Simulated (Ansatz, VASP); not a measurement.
KI in VASP and in Ansatz

The input INCAR:

```
SYSTEM = KI
PREC = Accurate
ENCUT = 520
EDIFF = 1E-6
ISMEAR = 0
SIGMA = 0.05
LREAL = .FALSE.
LASPH = .TRUE.
NELM = 60
ALGO = Normal
ISIF = 2
LWAVE = .FALSE.
LCHARG = .TRUE.
GGA = PE
LELF = .TRUE.
LVHAR = .TRUE.
NBANDS = 15
```

Contents of KPOINTS:

```
regular mesh
0
G
  6 6 6
  0 0 0
```

Contents of POSCAR:

```
KI
1.0
    0.0000000000      3.7308188998      3.5873258652
    3.7308188998      0.0000000000      3.5873258652
    3.7308188998      3.7308188998      0.0000000000
K I
1 1
Direct
   -0.0177848354     -0.0177848354      0.0177848354
    0.5054793722      0.5054793722      0.4945206278
```

Input for Ansatz:

```yaml
crystal:
  lattice:
    - [0.0, 3.7308188998, 3.5873258652]
    - [3.7308188998, 0.0, 3.5873258652]
    - [3.7308188998, 3.7308188998, 0.0]
  atoms:
    - { symbol: K, position: [-0.0177848354, -0.0177848354, 0.0177848354] }
    - { symbol: I, position: [0.5054793722, 0.5054793722, 0.4945206278] }
basis:
  ecutwfc: 420
kpoints:
  mp_grid: { grid: [6, 6, 6] }
hamiltonian:
  xc: pbe
scf:
  occupations: { method: gaussian, width: 0.05 }
output:
  forces: true
  stress: true
  eigenvalues: true
```

Change from the starting cell: mode 6 frozen in at -0.128 Å, equal normal strain along x and y +0.0400.

Alike in both runs: task single point; functional PBE; k mesh 6 × 6 × 6; occupations gaussian, width 0.05 eV; no spin polarisation.

|  | VASP | Ansatz |
| --- | --- | --- |
| version | VASP 6.6.1 | Ansatz 0.2.0 |
| potentials or method | VASP PAW PBE potentials, release 64 (K_sv, I), cutoff 520 eV | scalar-relativistic, plane waves, PAW |
| valence electrons in the cell | 16 | 26 |

Ansatz gave:

```
gap on the k mesh at the Fermi level (eV)                     : 3.70
least direct gap on the mesh (eV)                             : 3.70
pressure (GPa)                                                : -0.5
traceless stress, the component that is largest in VASP (GPa) : 0.57
rms of the force components (eV/Å)                            : 0.094
```

Problem. Which values does VASP return?

Solution. gap on the k mesh at the Fermi level (eV): 3.70; least direct gap on the mesh (eV): 3.70; pressure (GPa): -0.5; traceless stress, the component that is largest in VASP (GPa): 0.58; rms of the force components (eV/Å): 0.095.

Atom by atom the forces differ by 0.001 eV/Å (rms over components). VASP's potentials hold 16 valence electrons a cell and Ansatz's 26, so a difference there can come from the potentials and not from the codes.

Spin-orbit coupling is off throughout.
